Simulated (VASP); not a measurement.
# Tl (P6_3/mmc) in VASP: further runs

Tl is run at these levels: PBEsol; tasks: single point, relaxation of cell and atoms.

Program: VASP 6.6.1. These are calculated values, not measurements. Logs are shortened: lines on timing, memory, paths and dates and some standing lists are left out, and cuts for length are marked.

## (1) The cell of the first run

The structure is hexagonal, space group P6_3/mmc (No. 194). The conventional cell has a = 3.493 Å, b = 3.493 Å, c = 5.392 Å, α = 90.00°, β = 90.00°, γ = 120.00°. Within 4.4 Å of Tl (site symmetry -6m2) lie 12 Tl at 3.37 to 3.49 Å.

## (2) Single point, PBEsol

INCAR reads:

```
SYSTEM = Tl
PREC = Accurate
ENCUT = 520
EDIFF = 1E-6
ISMEAR = 0
SIGMA = 0.05
LREAL = .False.
LASPH = .True.
NELM = 100
ALGO = Normal
ISIF = 2
LWAVE = .False.
LCHARG = .True.
GGA = PS
LELF = .True.
LVHAR = .True.
NBANDS = 20
```

KPOINTS reads:

```
Automatic mesh
0
Gamma
  6 6 3
  0 0 0
```

POSCAR reads:

```
Tl
1.0
    3.4929630172      0.0000000000      0.0000000000
   -1.7464815086      3.0249947074      0.0000000000
    0.0000000000      0.0000000000      5.3924938481
Tl
2
Direct
    0.3333333333      0.6666666667      0.2500000000
    0.6666666667      0.3333333333      0.7500000000
```

Potentials or basis: VASP PAW PBE potentials, release 64 (Tl_d).

Run with:

```console
$ cat potpaw_PBE.64/Tl_d/POTCAR > POTCAR
$ mpirun -np 1 vasp_std > vasp.out
```

OUTCAR:

```text
SYSTEM = Tl
   PREC = Accurate
   ENCUT = 520
   EDIFF = 1E-6
   ISMEAR = 0
   LREAL = .False.
   LASPH = .True.
   NELM = 100
   ISIF = 2
   GGA = PS

 ion  position               nearest neighbor table
   1  0.333  0.667  0.250-   2 3.37   2 3.37   2 3.37   2 3.37   2 3.37   2 3.37
   2  0.667  0.333  0.750-   1 3.37   1 3.37   1 3.37   1 3.37   1 3.37   1 3.37

  LATTYP: Found a hexagonal cell.
 ALAT       =     3.4929630172
 C/A-ratio  =     1.5438164737

  Lattice vectors:

 A1 = (   3.4929630172,   0.0000000000,   0.0000000000)
 A2 = (  -1.7464815086,   3.0249947074,   0.0000000000)
 A3 = (   0.0000000000,   0.0000000000,   5.3924938481)

Analysis of symmetry for initial positions (statically):
=====================================================================
 Subroutine PRICEL returns:
 Original cell was already a primitive cell.

 Routine SETGRP: Setting up the symmetry group for a
 hexagonal supercell.

 Subroutine GETGRP returns: Found 24 space group operations
 (whereof 12 operations were pure point group operations)
 out of a pool of 24 trial point group operations.

The static configuration has the point symmetry D_3d.
 The point group associated with its full space group is D_6h.

Analysis of symmetry for dynamics (positions and initial velocities):
=====================================================================
 Subroutine PRICEL returns:
 Original cell was already a primitive cell.

 Routine SETGRP: Setting up the symmetry group for a
 hexagonal supercell.

 Subroutine GETGRP returns: Found 24 space group operations
 (whereof 12 operations were pure point group operations)
 out of a pool of 24 trial point group operations.

The dynamic configuration has the point symmetry D_3d.
 The point group associated with its full space group is D_6h.

 Subroutine INISYM returns: Found 24 space group operations
 (whereof 12 operations are pure point group operations),
 and found     1 'primitive' translations

----------------------------------------------------------------------------------------

                                     Primitive cell

  volume of cell :      56.9781

  direct lattice vectors                    reciprocal lattice vectors
     3.492963017  0.000000000  0.000000000     0.286289891  0.165289545  0.000000000
    -1.746481509  3.024994707  0.000000000     0.000000000  0.330579091  0.000000000
     0.000000000  0.000000000  5.392493848     0.000000000  0.000000000  0.185442956

  length of vectors
     3.492963017  3.492963017  5.392493848     0.330579091  0.330579091  0.185442956

  position of ions in fractional coordinates (direct lattice)
     0.333333333  0.666666667  0.250000000
     0.666666667  0.333333333  0.750000000

  ion indices of the primitive-cell ions
   primitive index   ion index
                 1           1
                 2           2

----------------------------------------------------------------------------------------

 KPOINTS: Automatic mesh

Automatic generation of k-mesh.
 Grid dimensions read from file:
 generate k-points for:    6    6    3

 Generating k-lattice:

  Cartesian coordinates                     Fractional coordinates (reciprocal lattice)
     0.047714982  0.027548258  0.000000000     0.166666667  0.000000000  0.000000000
     0.000000000  0.055096515  0.000000000     0.000000000  0.166666667  0.000000000
     0.000000000  0.000000000  0.061814319     0.000000000  0.000000000  0.333333333

  Length of vectors
     0.055096515  0.055096515  0.061814319

  Shift w.r.t. Gamma in fractional coordinates (k-lattice)
     0.000000000  0.000000000  0.000000000

 Subroutine IBZKPT returns following result:
 ===========================================

 Found     14 irreducible k-points:

 Following reciprocal coordinates:
            Coordinates               Weight
  0.000000  0.000000  0.000000      1.000000
  0.166667 -0.000000  0.000000      6.000000
  0.333333 -0.000000  0.000000      6.000000
  0.500000  0.000000  0.000000      3.000000
  0.166667  0.166667  0.000000      6.000000
  0.333333  0.166667  0.000000     12.000000
  0.333333  0.333333  0.000000      2.000000
  0.000000  0.000000  0.333333      2.000000
  0.166667 -0.000000  0.333333     12.000000
  0.333333 -0.000000  0.333333     12.000000
  0.500000  0.000000  0.333333      6.000000
  0.166667  0.166667  0.333333     12.000000
  0.333333  0.166667  0.333333     24.000000
  0.333333  0.333333  0.333333      4.000000
   k-points           NKPTS =     14   k-points in BZ     NKDIM =     14   number of bands    NBANDS=     20
   number of dos      NEDOS =    301   number of ions     NIONS =      2
   total plane-waves  NPLWV =  31360
   dimension x,y,z NGX =    28 NGY =   28 NGZ =   40
   dimension x,y,z NGXF=    56 NGYF=   56 NGZF=   80
   ions per type =               2
   NGX,Y,Z   is equivalent  to a cutoff of  13.33, 13.33, 12.33 a.u.
   NGXF,Y,Z  is equivalent  to a cutoff of  26.65, 26.65, 24.66 a.u.
 SYSTEM =  Tl
   PREC   = accura    normal or accurate (medium, high low for compatibility)
   ISTART =      0    job   : 0-new  1-cont  2-samecut
   ICHARG =      2    charge: 1-file 2-atom 10-const
   ISPIN  =      1    spin polarized calculation?
   LNONCOLLINEAR =      F non collinear calculations
   LSORBIT =      F    spin-orbit coupling
   LASPH  =      T    aspherical Exc in radial PAW
   ENCUT  =  520.0 eV  38.22 Ry    6.18 a.u.   6.49  6.49 10.03*2*pi/ulx,y,z
   NELM   =    100;   NELMIN=  2; NELMDL= -5     # of ELM steps
   EDIFF  = 0.1E-05   stopping-criterion for ELM
   LREAL  =      F    real-space projection
   EDIFFG = 0.1E-04   stopping-criterion for IOM
   NSW    =      0    number of steps for IOM
   IBRION =     -1    ionic relax: 0-MD 1-quasi-New 2-CG
   NFREE  =      0    steps in history (QN), initial steepest desc. (CG)
   ISIF   =      2    stress and relaxation
   ISYM   =      2    0-nonsym 1-usesym 2-fastsym
   POTIM  = 0.5000    time-step for ionic-motion
   TEBEG  =    0.0;   TEEND  =   0.0 temperature during run
   PSTRESS=    0.0 pullay stress
   NELECT =      26.0000    total number of electrons
   NUPDOWN=      -1.0000    fix difference up-down
   EMIN   =  10.00;   EMAX   =-10.00  energy-range for DOS
   EFERMI =   0.00;   METHOD = LEGACY
   ISMEAR =     0;   SIGMA  =   0.05  broadening in eV -4-tet -1-fermi 0-gaus
   EFERMI_NEDOS =   21; number of points for ismear=-14 and -15
   IALGO  =     38    algorithm
   IMIX   =      4    mixing-type and parameters
     AMIX     =   0.40;   BMIX     =  1.00
     AMIX_MAG =   1.60;   BMIX_MAG =  1.00
  volume/ion in A,a.u.               =      28.49       192.25
  Fermi-wavevector in a.u.,A,eV,Ry     =   1.260366  2.381746 21.613145  1.588521
  Thomas-Fermi vector in A             =   2.393879
   LORBIT       =      0    0 simple, 1 ext, 2 COOP (PROOUT), +10 PAW based schemes
   GGA     = PS    functional components
   LHFCALC =     F    Hartree Fock is set to
   AEXX    =    0.0000 exact exchange contribution
   IVDW    =     0    specifies the selected vdW correction
   LEPSILON=     F    determine dielectric tensor
   LRPA    =     F    only Hartree local field effects (RPA)
 non-spin polarized calculation
 Gauss-broadening in eV      SIGMA  =   0.05
  energy-cutoff  :      520.00
  volume of cell :       56.98
 maximum number of plane-waves:      1580
 NGX is ok and might be reduce to    28
   NGX = 13   NGY = 13   NGZ = 21

 number of electron      25.9999997 magnetization

 Free energy of the ion-electron system (eV)
  ---------------------------------------------------
  ext. energy  EPLUGINS =         0.00000000
  ---------------------------------------------------
  free energy    TOTEN  =        -5.22810813 eV

  energy without entropy =       -5.22262707  energy(sigma->0) =       -5.22536760

 E-fermi :   6.2800     XC(G=0): -10.3863

 val. band max:        6.2200324738   @ k =   0.3333  -0.0000   0.0000
 cond. band min:       6.3026185270   @ k =   0.3333   0.1667   0.3333
 fundamental gap:      0.0825860532
 Fermi energy:         6.2800065310

 k-point     1 :       0.0000    0.0000    0.0000
  band No.  band energies     occupation
      1      -5.3402      2.00000
      2      -5.0700      2.00000
      3      -5.0700      2.00000
      4      -5.0658      2.00000
      5      -5.0087      2.00000
      6      -5.0087      2.00000
[... 12 lines left out ...]
     19      16.8985      0.00000
     20      18.1994      0.00000

 k-point     2 :       0.1667   -0.0000    0.0000
  band No.  band energies     occupation
      1      -5.2943      2.00000
      2      -5.1428      2.00000
      3      -5.0687      2.00000
      4      -5.0566      2.00000
      5      -5.0163      2.00000
      6      -4.9651      2.00000
[... 12 lines left out ...]
     19      16.6552      0.00000
     20      18.2595      0.00000

 k-point     3 :       0.3333   -0.0000    0.0000
  band No.  band energies     occupation
      1      -5.3886      2.00000
      2      -5.2265      2.00000
      3      -5.1613      2.00000
      4      -5.1434      2.00000
      5      -4.9462      2.00000
      6      -4.8433      2.00000
[... 12 lines left out ...]
     19      15.3509      0.00000
     20      16.6423      0.00000

 k-point     4 :       0.5000    0.0000    0.0000
  band No.  band energies     occupation
      1      -5.4494      2.00000
      2      -5.3149      2.00000
      3      -5.2017      2.00000
      4      -5.1823      2.00000
      5      -4.8888      2.00000
      6      -4.8888      2.00000
[... 199 lines left out ...]
 k-point    13 :       0.3333    0.1667    0.3333
  band No.  band energies     occupation
      1      -5.3366      2.00000
      2      -5.2612      2.00000
      3      -5.1659      2.00000
      4      -5.0916      2.00000
      5      -5.0464      2.00000
      6      -4.8117      2.00000
[... 12 lines left out ...]
     19      16.7786      0.00000
     20      17.5835      0.00000

 k-point    14 :       0.3333    0.3333    0.3333
  band No.  band energies     occupation
      1      -5.2552      2.00000
      2      -5.2552      2.00000
      3      -5.2162      2.00000
      4      -4.9422      2.00000
      5      -4.9217      2.00000
      6      -4.9217      2.00000
[... 12 lines left out ...]
     19      15.5875      0.00000
     20      20.0106      0.00000

------------------------ aborting loop because EDIFF is reached ----------------------------------------

  FORCE on cell =-STRESS in cart. coord.  units (eV):
  Direction    XX          YY          ZZ          XY          YZ          ZX
  --------------------------------------------------------------------------------------
  -------------------------------------------------------------------------------------
  Total       -0.0186246     -0.0186246     -0.0237002      0.0000000      0.0000000      0.0000000
  in kB       -0.5237067     -0.5237067     -0.6664307      0.0000000      0.0000000      0.0000000
  external PRESSURE =      -0.5712814 kB  Pullay stress =       0.0000000 kB

 VOLUME and BASIS-vectors are now :
 -----------------------------------------------------------------------------
  energy-cutoff  :      520.00
  volume of cell :       56.98
      direct lattice vectors                 reciprocal lattice vectors
     3.492963017  0.000000000  0.000000000     0.286289891  0.165289545  0.000000000
    -1.746481509  3.024994707  0.000000000     0.000000000  0.330579091  0.000000000
     0.000000000  0.000000000  5.392493848     0.000000000  0.000000000  0.185442956

 POSITION                                       TOTAL-FORCE (eV/Angst)
 -----------------------------------------------------------------------------------
     -0.00000      2.01666      1.34812        -0.000000      0.000000      0.000000
      1.74648      1.00833      4.04437         0.000000     -0.000000      0.000000
 -----------------------------------------------------------------------------------
    total drift:                               -0.000000      0.000000      0.000000

  FREE ENERGIE OF THE ION-ELECTRON SYSTEM (eV)
  ---------------------------------------------------
  free  energy   TOTEN  =        -5.2281081319 eV

  energy  without entropy=       -5.2226270715  energy(sigma->0) =       -5.22536760
```

Run time: 15 s. Hardware: 1 thread of Intel Xeon Platinum 8488C (Sapphire Rapids), shared host; peak memory 0.17 GiB.

Results:

```
Free energy            : -5.2281 eV
Pressure               : -0.1 GPa
Band gap on the k mesh : zero (bands 13 and 14 overlap by 2.71 eV)
```

Levels at points of the mesh, in eV from the Fermi level:
```tsv
k point	band 10	band 11	band 12	band 13	band 14	band 15	band 16	band 17
(0.00, 0.00, 0.00)	-10.89	-9.96	-4.63	-2.62	7.71	7.71	9.90	9.90
(0.50, 0.00, 0.00)	-10.83	-5.80	-4.67	-0.38	0.90	1.49	3.71	4.01
```

Caveat: the k points lie up to 0.39 Å⁻¹ apart, too coarse for converged energies and pressures of a metal; the PAW data sets were made with another functional, which shifts forces and pressure a little; spin-orbit coupling is left out, which moves the levels of the heavy elements.

## (3) Relaxation of cell and atoms, PBEsol

This run uses another cell than the first one, of 28.57 Å³/atom.

INCAR reads:

```
SYSTEM = Tl
PREC = Accurate
ENCUT = 600
EDIFF = 1E-6
ISMEAR = 0
SIGMA = 0.05
LREAL = .FALSE.
LASPH = .TRUE.
NELM = 60
ALGO = Normal
ISIF = 3
LWAVE = .FALSE.
LCHARG = .FALSE.
GGA = PS
IBRION = 2
NSW = 80
EDIFFG = -0.03
```

KPOINTS reads:

```
Automatic mesh
0
G
  6 6 3
  0 0 0
```

POSCAR reads:

```
Tl
1.0
    3.4560000000      0.0000000000      0.0000000000
   -1.7280000000      2.9929838000      0.0000000000
    0.0000000000      0.0000000000      5.5250000000
Tl
2
Direct
    0.3333333328      0.6666666656      0.2500000000
    0.6666666672      0.3333333344      0.7500000000
```

Potentials or basis: VASP PAW PBE potentials, release 64 (Tl_d).

Run with:

```console
$ cat potpaw_PBE.64/Tl_d/POTCAR > POTCAR
$ mpirun -np 1 vasp_std > vasp.out
```

It took 35 s on 1 thread of Intel Xeon Platinum 8488C (Sapphire Rapids), shared host; peak memory 0.19 GiB.

The run converged. Its results:

```
Free energy                           : -5.2281 eV
Relaxed volume                        : 28.42 Å³/atom
Relaxed cell                          : a = 3.488 Å, b = 3.488 Å, c = 5.393 Å, α = 90.00°, β = 90.00°, γ = 120.00°
Space group after relaxing (to 0.1 Å) : P6_3/mmc (No. 194)
Energy gained by relaxing             : 5.5 meV/atom
Ionic steps                           : 3
Pressure after relaxing               : 0.1 GPa
Band gap on the k mesh                : zero (bands 13 and 14 overlap by 2.71 eV)
```

Stress tensor (GPa, compression positive):
```
0.15 0.00 0.00
0.00 0.15 0.00
0.00 0.00 0.07
```

Step by step:
```
step  energy change (eV)  largest force (eV/Å)  pressure (GPa)  volume (Å³)
   1              0.0000                0.0000           -0.14        57.15
   2             -0.0098                0.0000            0.00        56.94
   3             -0.0110                0.0000            0.12        56.83
```

Final structure:
```yaml
crystal:
  lattice:
    - [3.48830, 0.00000, 0.00000]
    - [-1.74415, 3.02096, 0.00000]
    - [0.00000, 0.00000, 5.39294]
  atoms:
    - { symbol: Tl, position: [0.33333, 0.66667, 0.25000] }
    - { symbol: Tl, position: [0.66667, 0.33333, 0.75000] }
```

Levels at points of the mesh, in eV from the Fermi level:
```csv
k point,band 9,band 10,band 11,band 12,band 13,band 14,band 15,band 16,band 17
"(0.00, 0.00, 0.00)",-10.90,-10.90,-9.97,-4.64,-2.64,7.74,7.74,9.93,9.93
"(0.50, 0.00, 0.00)",-10.87,-10.83,-5.80,-4.68,-0.38,0.89,1.49,3.73,4.01
```

Caveat: the k points lie up to 0.39 Å⁻¹ apart in the final cell, too coarse for converged energies and pressures of a metal; the PAW data sets were made with another functional, which shifts forces and pressure a little; spin-orbit coupling is left out, which moves the levels of the heavy elements.
